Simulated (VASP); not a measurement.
Here is a VASP 6.6.1 calculation.

The input INCAR:

```
SYSTEM = BN
  PREC = Accurate
  ENCUT = 600
  EDIFF = 1E-6
  ISMEAR = 0
  SIGMA = 0.05
  LREAL = .False.
  LASPH = .True.
  NELM = 120
  ALGO = Normal
  ISIF = 2
  LWAVE = .False.
  LCHARG = .True.
  GGA = PS
  LELF = .True.
  LVHAR = .True.
  NBANDS = 11
  GGA_COMPAT = .False.
```

The input KPOINTS:

```
regular mesh
0
Gamma
  12 12 12
  0 0 0
```

File POSCAR:

```
BN
1.0
    0.0000000000      1.7907126598      1.7907126598
    1.7907126598      0.0000000000      1.7907126598
    1.7907126598      1.7907126598      0.0000000000
B N
1 1
Direct
    0.0000000000      0.0000000000      0.0000000000
    0.7500000000      0.7500000000      0.7500000000
```

Potentials or basis: VASP PAW PBE potentials, release 64 (B, N).

Command:

```console
$ cat potpaw_PBE.64/B/POTCAR potpaw_PBE.64/N/POTCAR > POTCAR
$ mpirun -np 1 vasp_std > vasp.out
```

Question: Predict the band gap on the k mesh.

Answer: 4.31 eV, indirect (least direct gap 8.89 eV).

Question: What does it give for the pressure?

Answer: 8.5 GPa.

Caveat: the PAW data sets were made with another functional, which shifts forces and pressure a little. A k mesh can miss the band edges.
